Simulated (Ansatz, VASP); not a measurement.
Ge in VASP and in Ansatz

```
CELL_PARAMETERS angstrom
0.00000 2.82891 2.82891
2.82891 0.00000 2.82891
2.82891 2.82891 0.00000
ATOMIC_POSITIONS crystal
Ge 0.75000 0.75000 0.75000
Ge 0.50000 0.50000 0.50000
```

Alike in both runs: task single point; functional RPBE; k mesh 8 × 8 × 8; occupations gaussian, width 0.1 eV; no spin polarisation.

|  | VASP | Ansatz |
| --- | --- | --- |
| version | VASP 6.6.1 | Ansatz 0.2.0 |
| potentials or method | VASP PAW PBE potentials, release 64 (Ge_d), cutoff 520 eV | all-electron LAPW, scalar-relativistic |

|  | VASP | Ansatz | Ansatz less VASP |
| --- | --- | --- | --- |
| gap on the k mesh at the Fermi level (eV) | 0.15 | 0.15 | -0.002 |
| least direct gap on the mesh (eV) | 0.15 | 0.15 | -0.002 |
| pressure (GPa) | 5.2 | 5.4 | +0.17 |

VASP's potentials were made for PBE, not for RPBE. Ansatz ran all-electron here, and VASP with PAW potentials.
